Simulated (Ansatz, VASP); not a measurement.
One calculation of Au, two programs

```
CELL_PARAMETERS angstrom
1.42564 -2.58188 0.00000
1.42564 2.58188 0.00000
0.00000 0.00000 4.79531
ATOMIC_POSITIONS crystal
Au 0.33467 0.66533 0.25000
Au 0.66533 0.33467 0.75000
```

Change from the starting cell: strain_z_fixed_volume = -0.02.

Alike in both runs: task single point; functional PBEsol; k mesh 11 × 11 × 6; occupations fermi-dirac, width 0.05 eV; no spin polarisation.

|  | VASP | Ansatz |
| --- | --- | --- |
| version | VASP 6.6.1 | Ansatz 0.2.0 |
| potentials or method | VASP PAW PBE potentials, release 64 (Au), cutoff 520 eV | all-electron LAPW, scalar-relativistic |

Ansatz gave:

* gap on the k mesh at the Fermi level (eV): none
* pressure (GPa): -5.5
* traceless stress, the component that is largest in VASP (GPa): -2.26
* rms of the force components (eV/Å): 0.017

Problem. Which values does VASP return?

Solution. gap on the k mesh at the Fermi level (eV): none; pressure (GPa): -5.7; traceless stress, the component that is largest in VASP (GPa): -2.24; rms of the force components (eV/Å): 0.017.

VASP's potentials were made for PBE, not for PBEsol. Atom by atom the forces differ by 0.000 eV/Å (rms over components). A gap of «none» marks a metal or a gap that the smearing closes. Ansatz ran all-electron here, and VASP with PAW potentials.

Spin-orbit coupling is off throughout.
